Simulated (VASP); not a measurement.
# GaP (rocksalt type) (I4/mmm) in VASP: single point with PBE

Aim: the single point of GaP (rocksalt type) with PBE.

Everything below comes from runs of VASP 6.6.1. Logs are shortened: lines on timing, memory, paths and dates and some standing lists are left out, and cuts for length are marked.

## 1. The cell of the first run

Symmetry: I4/mmm, No. 139, tetragonal system. Conventional cell: a = 3.725 Å, b = 3.725 Å, c = 4.954 Å, α = 90.00°, β = 90.00°, γ = 90.00°. Ga (site symmetry 4/mmm) has 6 P at 2.48 to 2.63 Å within 3.3 Å. P (site symmetry 4/mmm) has 6 Ga at 2.48 to 2.63 Å within 3.3 Å.

## 2. Single point, PBE (z stretched by -4 % at fixed volume)

File INCAR:

```
  ALGO = Normal
  EDIFF = 1E-7
  ENCUT = 520
  GGA = PE
  ISIF = 2
  ISMEAR = -1
  LASPH = True
  LCHARG = False
  LREAL = False
  LWAVE = False
  NBANDS = 16
  NELM = 60
  PREC = Accurate
  SIGMA = 0.05
```

File KPOINTS:

```
k-points
0
Gamma
  12 12 12
```

File POSCAR:

```
GaP
1.0
    0.0000000000      2.6336787588      2.4772489364
    2.6336787588      0.0000000000      2.4772489364
    2.6336787588      2.6336787588      0.0000000000
Ga P
1 1
Direct
    0.0000000000      0.0000000000      0.0000000000
    0.5000000000      0.5000000000      0.5000000000
```

Potentials or basis: VASP PAW PBE potentials, release 64 (Ga_d, P).

Command:

```bash
$ cat potpaw_PBE.64/Ga_d/POTCAR potpaw_PBE.64/P/POTCAR > POTCAR
$ mpirun -np 1 vasp_std > vasp.out
```

OUTCAR:

```text
EDIFF = 1E-7
   ENCUT = 520
   GGA = PE
   ISIF = 2
   ISMEAR = -1
   LASPH = True
   LREAL = False
   NELM = 60
   PREC = Accurate

 ion  position               nearest neighbor table
   1  0.000  0.000  0.000-   2 2.48   2 2.48   2 2.63   2 2.63   2 2.63   2 2.63
   2  0.500  0.500  0.500-   1 2.48   1 2.48   1 2.63   1 2.63   1 2.63   1 2.63

  LATTYP: Found a body centered tetragonal cell.
 ALAT       =     3.7245842196
 C/A-ratio  =     1.3302150202

  Lattice vectors:

 A1 = (   0.0000000000,  -2.6336787588,  -2.4772489364)
 A2 = (   0.0000000000,   2.6336787588,  -2.4772489364)
 A3 = (   2.6336787588,   0.0000000000,   2.4772489364)

Analysis of symmetry for initial positions (statically):
=====================================================================
 Subroutine PRICEL returns:
 Original cell was already a primitive cell.

 Routine SETGRP: Setting up the symmetry group for a
 body centered tetragonal supercell.

 Subroutine GETGRP returns: Found 16 space group operations
 (whereof 16 operations were pure point group operations)
 out of a pool of 16 trial point group operations.

The static configuration has the point symmetry D_4h.

Analysis of symmetry for dynamics (positions and initial velocities):
=====================================================================
 Subroutine PRICEL returns:
 Original cell was already a primitive cell.

 Routine SETGRP: Setting up the symmetry group for a
 body centered tetragonal supercell.

 Subroutine GETGRP returns: Found 16 space group operations
 (whereof 16 operations were pure point group operations)
 out of a pool of 16 trial point group operations.

The dynamic configuration has the point symmetry D_4h.

 Subroutine INISYM returns: Found 16 space group operations
 (whereof 16 operations are pure point group operations),
 and found     1 'primitive' translations

----------------------------------------------------------------------------------------

                                     Primitive cell

  volume of cell :      34.3657

  direct lattice vectors                    reciprocal lattice vectors
     0.000000000  2.633678759  2.477248936    -0.189848514  0.189848514  0.201836801
     2.633678759  0.000000000  2.477248936     0.189848514 -0.189848514  0.201836801
     2.633678759  2.633678759  0.000000000     0.189848514  0.189848514 -0.201836801

  length of vectors
     3.615663991  3.615663991  3.724584220     0.335891368  0.335891368  0.335891368

  position of ions in fractional coordinates (direct lattice)
     0.000000000  0.000000000  0.000000000
     0.500000000  0.500000000  0.500000000

  ion indices of the primitive-cell ions
   primitive index   ion index
                 1           1
                 2           2

----------------------------------------------------------------------------------------

 KPOINTS: k-points

Automatic generation of k-mesh.
 Grid dimensions read from file:
 generate k-points for:   12   12   12

 Generating k-lattice:

  Cartesian coordinates                     Fractional coordinates (reciprocal lattice)
    -0.015820710  0.015820710  0.016819733     0.083333333 -0.000000000  0.000000000
     0.015820710 -0.015820710  0.016819733    -0.000000000  0.083333333  0.000000000
     0.015820710  0.015820710 -0.016819733     0.000000000  0.000000000  0.083333333

  Length of vectors
     0.027990947  0.027990947  0.027990947

  Shift w.r.t. Gamma in fractional coordinates (k-lattice)
     0.000000000  0.000000000  0.000000000

 Subroutine IBZKPT returns following result:
 ===========================================

 Found    163 irreducible k-points:

 Following reciprocal coordinates:
            Coordinates               Weight
  0.000000  0.000000  0.000000      1.000000
  0.083333 -0.000000  0.000000      8.000000
  0.166667 -0.000000  0.000000      8.000000
  0.250000 -0.000000  0.000000      8.000000
  0.333333 -0.000000  0.000000      8.000000
  0.416667 -0.000000  0.000000      8.000000
[... 16 lines left out ...]
  0.500000  0.166667  0.000000      8.000000
 -0.416667  0.166667  0.000000      8.000000
 [... further k-points ...]
   k-points           NKPTS =    163   k-points in BZ     NKDIM =    163   number of bands    NBANDS=     16
   number of dos      NEDOS =    301   number of ions     NIONS =      2
   total plane-waves  NPLWV =  21952
   dimension x,y,z NGX =    28 NGY =   28 NGZ =   28
   dimension x,y,z NGXF=    56 NGYF=   56 NGZF=   56
   ions per type =               1   1
   NGX,Y,Z   is equivalent  to a cutoff of  12.87, 12.87, 12.50 a.u.
   NGXF,Y,Z  is equivalent  to a cutoff of  25.75, 25.75, 25.00 a.u.
 SYSTEM =  unknown system
   PREC   = accura    normal or accurate (medium, high low for compatibility)
   ISTART =      0    job   : 0-new  1-cont  2-samecut
   ICHARG =      2    charge: 1-file 2-atom 10-const
   ISPIN  =      1    spin polarized calculation?
   LNONCOLLINEAR =      F non collinear calculations
   LSORBIT =      F    spin-orbit coupling
   LASPH  =      T    aspherical Exc in radial PAW
   ENCUT  =  520.0 eV  38.22 Ry    6.18 a.u.   6.72  6.72  6.93*2*pi/ulx,y,z
   NELM   =     60;   NELMIN=  2; NELMDL= -5     # of ELM steps
   EDIFF  = 0.1E-06   stopping-criterion for ELM
   LREAL  =      F    real-space projection
   EDIFFG = 0.1E-05   stopping-criterion for IOM
   NSW    =      0    number of steps for IOM
   IBRION =     -1    ionic relax: 0-MD 1-quasi-New 2-CG
   NFREE  =      0    steps in history (QN), initial steepest desc. (CG)
   ISIF   =      2    stress and relaxation
   ISYM   =      2    0-nonsym 1-usesym 2-fastsym
   POTIM  = 0.5000    time-step for ionic-motion
   TEBEG  =    0.0;   TEEND  =   0.0 temperature during run
   PSTRESS=    0.0 pullay stress
   NELECT =      18.0000    total number of electrons
   NUPDOWN=      -1.0000    fix difference up-down
   EMIN   =  10.00;   EMAX   =-10.00  energy-range for DOS
   EFERMI =   0.00;   METHOD = LEGACY
   ISMEAR =    -1;   SIGMA  =   0.05  broadening in eV -4-tet -1-fermi 0-gaus
   EFERMI_NEDOS =   21; number of points for ismear=-14 and -15
   IALGO  =     38    algorithm
   IMIX   =      4    mixing-type and parameters
     AMIX     =   0.40;   BMIX     =  1.00
     AMIX_MAG =   1.60;   BMIX_MAG =  1.00
  volume/ion in A,a.u.               =      17.18       115.96
  Fermi-wavevector in a.u.,A,eV,Ry     =   1.319645  2.493768 23.694056  1.741464
  Thomas-Fermi vector in A             =   2.449529
   LORBIT       =      0    0 simple, 1 ext, 2 COOP (PROOUT), +10 PAW based schemes
   GGA     = PE    functional components
   LHFCALC =     F    Hartree Fock is set to
   AEXX    =    0.0000 exact exchange contribution
   IVDW    =     0    specifies the selected vdW correction
   LEPSILON=     F    determine dielectric tensor
   LRPA    =     F    only Hartree local field effects (RPA)
 non-spin polarized calculation
  energy-cutoff  :      520.00
  volume of cell :       34.37
 maximum number of plane-waves:       938
   NGX = 13   NGY = 13   NGZ = 13

 number of electron      18.0000006 magnetization

 Free energy of the ion-electron system (eV)
  ---------------------------------------------------
  ext. energy  EPLUGINS =         0.00000000
  ---------------------------------------------------
  free energy    TOTEN  =        -8.28190046 eV

  energy without entropy =       -8.27199554  energy(sigma->0) =       -8.27694800

 E-fermi :   6.3930     XC(G=0): -10.9568

 val. band max:        6.3894405759   @ k =  -0.1667   0.1667   0.0833
 cond. band min:       6.3940534807   @ k =  -0.3333   0.3333   0.0000
 fundamental gap:      0.0046129048
 Fermi energy:         6.3930155935

 k-point     1 :       0.0000    0.0000    0.0000
  band No.  band energies     occupation
      1      -8.3001      2.00000
      2      -8.2832      2.00000
      3      -8.2620      2.00000
      4      -8.2620      2.00000
      5      -8.2509      2.00000
      6      -6.7833      2.00000
[... 8 lines left out ...]
     15      14.3103      0.00000
     16      15.8195      0.00000

 k-point     2 :       0.0833   -0.0000    0.0000
  band No.  band energies     occupation
      1      -8.3011      2.00000
      2      -8.2844      2.00000
      3      -8.2612      2.00000
      4      -8.2593      2.00000
      5      -8.2499      2.00000
      6      -6.6808      2.00000
[... 8 lines left out ...]
     15      14.2954      0.00000
     16      15.6380      0.00000

 k-point     3 :       0.1667   -0.0000    0.0000
  band No.  band energies     occupation
      1      -8.3053      2.00000
      2      -8.2895      2.00000
      3      -8.2606      2.00000
      4      -8.2502      2.00000
      5      -8.2453      2.00000
      6      -6.3743      2.00000
[... 8 lines left out ...]
     15      14.6020      0.00000
     16      15.1654      0.00000

 k-point     4 :       0.2500   -0.0000    0.0000
  band No.  band energies     occupation
      1      -8.3127      2.00000
      2      -8.2977      2.00000
      3      -8.2629      2.00000
      4      -8.2362      2.00000
      5      -8.2360      2.00000
      6      -5.8717      2.00000
[... 8 lines left out ...]
     15      15.5261      0.00000
     16      15.6164      0.00000
[... 324 lines left out ...]
 k-point    22 :       0.4167    0.1667    0.0000
  band No.  band energies     occupation
      1      -8.3683      2.00000
      2      -8.2896      2.00000
      3      -8.2658      2.00000
      4      -8.2261      2.00000
      5      -8.2086      2.00000
      6      -4.4633      2.00000
[... 8 lines left out ...]
     15      19.4401      0.00000
     16      19.9906      0.00000

 k-point    23 :       0.5000    0.1667    0.0000
  band No.  band energies     occupation
      1      -8.3756      2.00000
      2      -8.2968      2.00000
      3      -8.2635      2.00000
      4      -8.2241      2.00000
      5      -8.2046      2.00000
      6      -3.7965      2.00000
[... 8 lines left out ...]
     15      19.5289      0.00000
     16      20.3236      0.00000

 k-point    24 :      -0.4167    0.1667    0.0000
  band No.  band energies     occupation
      1      -8.3741      2.00000
      2      -8.3013      2.00000
      3      -8.2600      2.00000
      4      -8.2253      2.00000
      5      -8.2085      2.00000
      6      -3.7672      2.00000
[... 8 lines left out ...]
     15      18.0077      0.00000
     16      18.8940      0.00000

 [... further k-points ...]
[... 5 lines left out ...]
  --------------------------------------------------------------------------------------
  -------------------------------------------------------------------------------------
  Total       -0.4035136     -0.4035136      1.2063593      0.0000000      0.0000000      0.0000000
  in kB      -18.8123710    -18.8123710     56.2421631      0.0000000      0.0000000      0.0000000
  external PRESSURE =       6.2058071 kB  Pullay stress =       0.0000000 kB

 VOLUME and BASIS-vectors are now :
 -----------------------------------------------------------------------------
  energy-cutoff  :      520.00
  volume of cell :       34.37
      direct lattice vectors                 reciprocal lattice vectors
     0.000000000  2.633678759  2.477248936    -0.189848514  0.189848514  0.201836801
     2.633678759  0.000000000  2.477248936     0.189848514 -0.189848514  0.201836801
     2.633678759  2.633678759  0.000000000     0.189848514  0.189848514 -0.201836801

 POSITION                                       TOTAL-FORCE (eV/Angst)
 -----------------------------------------------------------------------------------
      0.00000      0.00000      0.00000         0.000000      0.000000     -0.000000
      2.63368      2.63368      2.47725         0.000000      0.000000      0.000000
 -----------------------------------------------------------------------------------
    total drift:                               -0.000000      0.000000      0.000000

  FREE ENERGIE OF THE ION-ELECTRON SYSTEM (eV)
  ---------------------------------------------------
  free  energy   TOTEN  =        -8.2819004615 eV

  energy  without entropy=       -8.2719955370  energy(sigma->0) =       -8.27694800
```

Run time: 2.5 min. Hardware: 1 thread of Intel Xeon 8259CL, shared host; peak memory 0.22 GiB.

What came out:

- Free energy: -8.2819 eV
- Pressure: 0.6 GPa
- Band gap on the k mesh: zero (bands 9 and 10 overlap by 3.38 eV)
